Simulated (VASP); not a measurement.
Write the native input for VASP 6.6.1 that does the following.

```yaml
Task: single point
Functional: PBE
Potentials_or_basis: VASP PAW PBE potentials, release 64 (K_sv, Sm_3), 4f in core
Cutoff: 400 eV
k_mesh: 6 × 6 × 6
Occupations: gaussian, width 0.1 eV
Spin: no spin polarisation
Dipole_correction: no
k_mesh_for_the_DOS: 9 × 9 × 9
Occupations_for_the_DOS: tetrahedron
Further_INCAR_settings: ALGO = Normal; EDIFF = 1e-06; NBANDS = 38
```

The system is K2Sm.

```
K Sm
1.0
     0.00000    5.27039    5.27039
     5.27039    0.00000    5.27039
     5.27039    5.27039    0.00000
K Sm
4 2
Direct
  0.62500 0.62500 0.62500
  0.12500 0.62500 0.62500
  0.62500 0.62500 0.12500
  0.62500 0.12500 0.62500
  0.00000 0.00000 0.00000
  0.25000 0.25000 0.25000
```

One way to write it, as run:

POSCAR

```
K2Sm
1.0
    0.0000000000      5.2703871592      5.2703871592
    5.2703871592      0.0000000000      5.2703871592
    5.2703871592      5.2703871592      0.0000000000
K Sm
4 2
Direct
    0.6250000000      0.6250000000      0.6250000000
    0.1250000000      0.6250000000      0.6250000000
    0.6250000000      0.6250000000      0.1250000000
    0.6250000000      0.1250000000      0.6250000000
    0.0000000000      0.0000000000      0.0000000000
    0.2500000000      0.2500000000      0.2500000000
```

INCAR.step1

```
SYSTEM = K2Sm
ALGO = Normal
EDIFF = 1E-6
ENCUT = 400
GGA = PE
GGA_COMPAT = .FALSE.
ISIF = 2
ISMEAR = 0
LASPH = .TRUE.
LCHARG = .TRUE.
LMAXMIX = 6
LORBIT = 11
LREAL = .FALSE.
LWAVE = .FALSE.
NBANDS = 38
NEDOS = 2001
NELM = 200
PREC = Accurate
SIGMA = 0.1
```

KPOINTS.step1

```
k-points
0
G
  6 6 6
  0 0 0
```

INCAR.step2

```
SYSTEM = K2Sm
ALGO = Normal
EDIFF = 1E-6
ENCUT = 400
GGA = PE
GGA_COMPAT = .FALSE.
ICHARG = 11
ISIF = 2
ISMEAR = -5
LASPH = .TRUE.
LCHARG = .FALSE.
LMAXMIX = 6
LORBIT = 11
LREAL = .FALSE.
LWAVE = .FALSE.
NBANDS = 38
NEDOS = 2001
NELM = 200
PREC = Accurate
SIGMA = 0.1
```

KPOINTS.step2

```
k-points
0
G
  9 9 9
  0 0 0
```

Potentials or basis: VASP PAW PBE potentials, release 64 (K_sv, Sm_3), 4f in core.

Run with:

```bash
$ cat potpaw_PBE.64/K_sv/POTCAR potpaw_PBE.64/Sm_3/POTCAR > POTCAR
$ cp INCAR.step1 INCAR
$ cp KPOINTS.step1 KPOINTS
$ mpirun -np 1 vasp_std > vasp.out
$ cp INCAR.step2 INCAR
$ cp KPOINTS.step2 KPOINTS
$ mpirun -np 1 vasp_std > vasp.out
```

Results of the run:

```json
{"Valence electrons inside the program's atomic spheres": "K 7.57; Sm 8.76"}
```

It took 3.4 min on 1 thread of AMD EPYC 9R45 96-Core Processor (Zen 5), on a shared host, peak memory 0.42 GiB.
